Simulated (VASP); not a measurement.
# MgO (Pm-3m) in VASP: single point with r2SCAN

Aim: the single point of MgO with r2SCAN.

Program: VASP 6.6.1. These are calculated values, not measurements. Logs are shortened: lines on timing, memory, paths and dates and some standing lists are left out, and cuts for length are marked.

### Step 1. The cell of the first run

The structure is cubic, space group Pm-3m (No. 221). The conventional cell has a = 2.623 Å, b = 2.623 Å, c = 2.623 Å, α = 90.00°, β = 90.00°, γ = 90.00°. Mg (site symmetry m-3m) has 8 O at 2.27 Å and 6 Mg at 2.62 Å within 3.0 Å. O (site symmetry m-3m) has 8 Mg at 2.27 Å and 6 O at 2.62 Å within 3.0 Å.

### Step 2. Single point, r2SCAN

Contents of POSCAR:

```
MgO
1.0
    2.6233491285      0.0000000000      0.0000000000
    0.0000000000      2.6233491285      0.0000000000
    0.0000000000      0.0000000000      2.6233491285
Mg O
1 1
Direct
    0.0000000000      0.0000000000      0.0000000000
    0.5000000000      0.5000000000      0.5000000000
```

Contents of INCAR.step1:

```
SYSTEM = MgO
PREC = Accurate
ENCUT = 920
ISMEAR = 0
SIGMA = 0.01
LREAL = .False.
LASPH = .True.
NELM = 120
NBANDS = 15
GGA = PE
ALGO = Normal
EDIFF = 1E-5
LWAVE = .True.
LCHARG = .False.
GGA_COMPAT = .False.
```

Contents of INCAR.step2:

```
SYSTEM = MgO
PREC = Accurate
ENCUT = 920
EDIFF = 1E-6
ISMEAR = 0
SIGMA = 0.01
LREAL = .False.
LASPH = .True.
NELM = 120
ALGO = Normal
ISIF = 2
LWAVE = .False.
LCHARG = .False.
METAGGA = R2SCAN
LMIXTAU = .True.
NBANDS = 15
ISTART = 1
GGA_COMPAT = .False.
```

Contents of KPOINTS:

```
regular mesh
0
Gamma
  6 6 6
  0 0 0
```

Potentials or basis: VASP PAW PBE potentials, release 64 (Mg_sv, O).

Run with:

```bash
$ cat potpaw_PBE.64/Mg_sv/POTCAR potpaw_PBE.64/O/POTCAR > POTCAR
$ cp INCAR.step1 INCAR
$ mpirun -np 1 vasp_std > vasp.out
$ cp INCAR.step2 INCAR
$ mpirun -np 1 vasp_std > vasp.out
```

OUTCAR:

```text
SYSTEM = MgO
   PREC = Accurate
   ENCUT = 920
   EDIFF = 1E-6
   ISMEAR = 0
   LREAL = .False.
   LASPH = .True.
   NELM = 120
   ISIF = 2
   METAGGA = R2SCAN
   ISTART = 1

 ion  position               nearest neighbor table
   1  0.000  0.000  0.000-
   2  0.500  0.500  0.500-

  LATTYP: Found a simple cubic cell.
 ALAT       =     2.6233491285

  Lattice vectors:

 A1 = (   2.6233491285,   0.0000000000,   0.0000000000)
 A2 = (   0.0000000000,   2.6233491285,   0.0000000000)
 A3 = (   0.0000000000,   0.0000000000,   2.6233491285)

Analysis of symmetry for initial positions (statically):
=====================================================================
 Subroutine PRICEL returns:
 Original cell was already a primitive cell.

 Routine SETGRP: Setting up the symmetry group for a
 simple cubic supercell.

 Subroutine GETGRP returns: Found 48 space group operations
 (whereof 48 operations were pure point group operations)
 out of a pool of 48 trial point group operations.

The static configuration has the point symmetry O_h .

Analysis of symmetry for dynamics (positions and initial velocities):
=====================================================================
 Subroutine PRICEL returns:
 Original cell was already a primitive cell.

 Routine SETGRP: Setting up the symmetry group for a
 simple cubic supercell.

 Subroutine GETGRP returns: Found 48 space group operations
 (whereof 48 operations were pure point group operations)
 out of a pool of 48 trial point group operations.

The dynamic configuration has the point symmetry O_h .

 Subroutine INISYM returns: Found 48 space group operations
 (whereof 48 operations are pure point group operations),
 and found     1 'primitive' translations

----------------------------------------------------------------------------------------

                                     Primitive cell

  volume of cell :      18.0538

  direct lattice vectors                    reciprocal lattice vectors
     2.623349129  0.000000000  0.000000000     0.381192114  0.000000000  0.000000000
     0.000000000  2.623349129  0.000000000     0.000000000  0.381192114  0.000000000
     0.000000000  0.000000000  2.623349129     0.000000000  0.000000000  0.381192114

  length of vectors
     2.623349129  2.623349129  2.623349129     0.381192114  0.381192114  0.381192114

  position of ions in fractional coordinates (direct lattice)
     0.000000000  0.000000000  0.000000000
     0.500000000  0.500000000  0.500000000

  ion indices of the primitive-cell ions
   primitive index   ion index
                 1           1
                 2           2

----------------------------------------------------------------------------------------

 KPOINTS: regular mesh

Automatic generation of k-mesh.
 Grid dimensions read from file:
 generate k-points for:    6    6    6

 Generating k-lattice:

  Cartesian coordinates                     Fractional coordinates (reciprocal lattice)
     0.063532019  0.000000000  0.000000000     0.166666667  0.000000000  0.000000000
     0.000000000  0.063532019  0.000000000     0.000000000  0.166666667  0.000000000
     0.000000000  0.000000000  0.063532019     0.000000000  0.000000000  0.166666667

  Length of vectors
     0.063532019  0.063532019  0.063532019

  Shift w.r.t. Gamma in fractional coordinates (k-lattice)
     0.000000000  0.000000000  0.000000000

 Subroutine IBZKPT returns following result:
 ===========================================

 Found     20 irreducible k-points:

 Following reciprocal coordinates:
            Coordinates               Weight
  0.000000  0.000000  0.000000      1.000000
  0.166667  0.000000  0.000000      6.000000
  0.333333  0.000000  0.000000      6.000000
  0.500000  0.000000  0.000000      3.000000
  0.166667  0.166667  0.000000     12.000000
  0.333333  0.166667  0.000000     24.000000
[... 12 lines left out ...]
  0.500000  0.500000  0.333333      6.000000
  0.500000  0.500000  0.500000      1.000000
   k-points           NKPTS =     20   k-points in BZ     NKDIM =     20   number of bands    NBANDS=     15
   number of dos      NEDOS =    301   number of ions     NIONS =      2
   total plane-waves  NPLWV =  21952
   dimension x,y,z NGX =    28 NGY =   28 NGZ =   28
   dimension x,y,z NGXF=    56 NGYF=   56 NGZF=   56
   ions per type =               1   1
   NGX,Y,Z   is equivalent  to a cutoff of  17.74, 17.74, 17.74 a.u.
   NGXF,Y,Z  is equivalent  to a cutoff of  35.49, 35.49, 35.49 a.u.
 SYSTEM =  MgO
   PREC   = accura    normal or accurate (medium, high low for compatibility)
   ISTART =      1    job   : 0-new  1-cont  2-samecut
   ICHARG =      0    charge: 1-file 2-atom 10-const
   ISPIN  =      1    spin polarized calculation?
   LNONCOLLINEAR =      F non collinear calculations
   LSORBIT =      F    spin-orbit coupling
   LASPH  =      T    aspherical Exc in radial PAW
   ENCUT  =  920.0 eV  67.62 Ry    8.22 a.u.   6.49  6.49  6.49*2*pi/ulx,y,z
   NELM   =    120;   NELMIN=  2; NELMDL=  0     # of ELM steps
   EDIFF  = 0.1E-05   stopping-criterion for ELM
   LREAL  =      F    real-space projection
   EDIFFG = 0.1E-04   stopping-criterion for IOM
   NSW    =      0    number of steps for IOM
   IBRION =     -1    ionic relax: 0-MD 1-quasi-New 2-CG
   NFREE  =      0    steps in history (QN), initial steepest desc. (CG)
   ISIF   =      2    stress and relaxation
   ISYM   =      2    0-nonsym 1-usesym 2-fastsym
   POTIM  = 0.5000    time-step for ionic-motion
   TEBEG  =    0.0;   TEEND  =   0.0 temperature during run
   PSTRESS=    0.0 pullay stress
   NELECT =      16.0000    total number of electrons
   NUPDOWN=      -1.0000    fix difference up-down
   EMIN   =  10.00;   EMAX   =-10.00  energy-range for DOS
   EFERMI =   0.00;   METHOD = LEGACY
   ISMEAR =     0;   SIGMA  =   0.01  broadening in eV -4-tet -1-fermi 0-gaus
   EFERMI_NEDOS =   21; number of points for ismear=-14 and -15
   IALGO  =     38    algorithm
   IMIX   =      4    mixing-type and parameters
     AMIX     =   0.40;   BMIX     =  1.00
     AMIX_MAG =   1.60;   BMIX_MAG =  1.00
  volume/ion in A,a.u.               =       9.03        60.92
  Fermi-wavevector in a.u.,A,eV,Ry     =   1.572505  2.971604 33.644110  2.472772
  Thomas-Fermi vector in A             =   2.673929
   LORBIT       =      0    0 simple, 1 ext, 2 COOP (PROOUT), +10 PAW based schemes
   METAGGA = R2SCAN    functional components
   LHFCALC =     F    Hartree Fock is set to
   AEXX    =    0.0000 exact exchange contribution
   IVDW    =     0    specifies the selected vdW correction
   LEPSILON=     F    determine dielectric tensor
   LRPA    =     F    only Hartree local field effects (RPA)
 non-spin polarized calculation
 Gauss-broadening in eV      SIGMA  =   0.01
  energy-cutoff  :      920.00
  volume of cell :       18.05
 maximum number of plane-waves:      1189
 NGX is ok and might be reduce to    28
   NGX = 13   NGY = 13   NGZ = 13

 number of electron      15.9999997 magnetization

 Free energy of the ion-electron system (eV)
  ---------------------------------------------------
  ext. energy  EPLUGINS =         0.00000000
  ---------------------------------------------------
  free energy    TOTEN  =       -14.53835340 eV

  energy without entropy =      -14.53835340  energy(sigma->0) =      -14.53835340

 E-fermi :   4.6631     XC(G=0): -12.3486

 val. band max:        4.5413210837   @ k =   0.5000   0.5000   0.0000
 cond. band min:       8.0562156935   @ k =   0.0000   0.0000   0.0000
 fundamental gap:      3.5148946098
 Fermi energy:         4.6630644701

 k-point     1 :       0.0000    0.0000    0.0000
  band No.  band energies     occupation
      1     -73.0743      2.00000
      2     -38.1272      2.00000
      3     -38.1272      2.00000
      4     -38.1272      2.00000
      5     -15.0289      2.00000
      6       3.4870      2.00000
      7       3.4870      2.00000
      8       3.4870      2.00000
      9       8.0562      0.00000
     10      16.0281      0.00000
     11      16.0281      0.00000
     12      26.5770      0.00000
     13      26.5770      0.00000
     14      26.5770      0.00000
     15      33.6711      0.00000

 k-point     2 :       0.1667    0.0000    0.0000
  band No.  band energies     occupation
      1     -73.0710      2.00000
      2     -38.1603      2.00000
      3     -38.1242      2.00000
      4     -38.1242      2.00000
      5     -14.7576      2.00000
      6       1.6242      2.00000
      7       3.5983      2.00000
      8       3.5983      2.00000
      9       9.3697      0.00000
     10      16.5313      0.00000
     11      16.6298      0.00000
     12      25.9878      0.00000
     13      25.9878      0.00000
     14      27.1688      0.00000
     15      31.7324      0.00000

 k-point     3 :       0.3333    0.0000    0.0000
  band No.  band energies     occupation
      1     -73.0646      2.00000
      2     -38.2260      2.00000
      3     -38.1182      2.00000
      4     -38.1182      2.00000
      5     -14.1448      2.00000
      6      -0.9528      2.00000
      7       3.8311      2.00000
      8       3.8311      2.00000
      9      11.3116      0.00000
     10      16.2267      0.00000
     11      18.3910      0.00000
     12      24.6174      0.00000
     13      24.6174      0.00000
     14      26.3147      0.00000
     15      30.2477      0.00000
[... 271 lines left out ...]
 k-point    19 :       0.5000    0.5000    0.3333
  band No.  band energies     occupation
      1     -73.0401      2.00000
      2     -38.2231      2.00000
      3     -38.2231      2.00000
      4     -38.1903      2.00000
      5     -12.3073      2.00000
      6       0.4553      2.00000
      7       0.4553      2.00000
      8       1.5897      2.00000
      9      12.2279      0.00000
     10      14.1007      0.00000
     11      14.1007      0.00000
     12      23.5206      0.00000
     13      24.3148      0.00000
     14      24.9813      0.00000
     15      24.9813      0.00000

 k-point    20 :       0.5000    0.5000    0.5000
  band No.  band energies     occupation
      1     -73.0369      2.00000
      2     -38.2187      2.00000
      3     -38.2187      2.00000
      4     -38.2187      2.00000
      5     -12.0668      2.00000
      6       0.7527      2.00000
      7       0.7527      2.00000
      8       0.7527      2.00000
      9      13.0187      0.00000
     10      13.0187      0.00000
     11      13.0187      0.00000
     12      22.7088      0.00000
     13      24.9809      0.00000
     14      24.9809      0.00000
     15      24.9809      0.00000

------------------------ aborting loop because EDIFF is reached ----------------------------------------

  FORCE on cell =-STRESS in cart. coord.  units (eV):
  Direction    XX          YY          ZZ          XY          YZ          ZX
  --------------------------------------------------------------------------------------
  -------------------------------------------------------------------------------------
  Total        0.0739532      0.0739532      0.0739532      0.0000000      0.0000000     -0.0000000
  in kB        6.5629539      6.5629539      6.5629539      0.0000000      0.0000000     -0.0000000
  external PRESSURE =       6.5629539 kB  Pullay stress =       0.0000000 kB

 VOLUME and BASIS-vectors are now :
 -----------------------------------------------------------------------------
  energy-cutoff  :      920.00
  volume of cell :       18.05
      direct lattice vectors                 reciprocal lattice vectors
     2.623349129  0.000000000  0.000000000     0.381192114  0.000000000  0.000000000
     0.000000000  2.623349129  0.000000000     0.000000000  0.381192114  0.000000000
     0.000000000  0.000000000  2.623349129     0.000000000  0.000000000  0.381192114

 POSITION                                       TOTAL-FORCE (eV/Angst)
 -----------------------------------------------------------------------------------
      0.00000      0.00000      0.00000         0.000000      0.000000      0.000000
      1.31167      1.31167      1.31167         0.000000      0.000000      0.000000
 -----------------------------------------------------------------------------------
    total drift:                                0.000000      0.000000      0.000000

  FREE ENERGIE OF THE ION-ELECTRON SYSTEM (eV)
  ---------------------------------------------------
  free  energy   TOTEN  =       -14.5383533987 eV

  energy  without entropy=      -14.5383533987  energy(sigma->0) =      -14.53835340
```

Wall time 52 s (1 thread of AMD EPYC 7R13 (Zen 3), shared host); peak memory 0.13 GiB.

What came out:

```
Free energy            : -14.5384 eV
Pressure               : 0.7 GPa
Band gap on the k mesh : 3.51 eV (least direct gap 4.57 eV)
```

Caveat: the structure was generated, so it needn't be the stable form of MgO; the PAW data sets were made with another functional, which shifts forces and pressure a little. A k mesh can miss the band edges.
